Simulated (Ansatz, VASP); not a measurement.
Two plane-wave programs on Sb

```
CELL_PARAMETERS angstrom
2.18790 1.26319 3.84317
-2.18790 1.26319 3.84317
0.00000 -2.52637 3.84317
ATOMIC_POSITIONS crystal
Sb 0.23268 0.23268 0.23268
Sb 0.76732 0.76732 0.76732
```

Alike in both runs: task single point; functional PBE; k mesh 5 × 5 × 5; occupations fermi-dirac, width 0.1 eV; no spin polarisation.

|  | VASP | Ansatz |
| --- | --- | --- |
| version | VASP 6.6.1 | Ansatz 0.2.0 |
| potentials or method | VASP PAW PBE potentials, release 64 (Sb), cutoff 520 eV | plane waves (420 eV) with PAW, scalar-relativistic |
| valence electrons in the cell | 10 | 30 |

Ansatz gave:

```
pressure (GPa)                                                : -0.1
traceless stress, the component that is largest in VASP (GPa) : -0.30
```

Task: Which values does VASP return?

Result: Pressure (GPa): -0.1; traceless stress, the component that is largest in VASP (GPa): -0.33.

With one functional, cell and mesh, what is left measures potentials, basis and numerics. VASP's potentials hold 10 valence electrons a cell and Ansatz's 30, so a difference there can come from the potentials and not from the codes.

Neither program's run includes spin-orbit coupling.
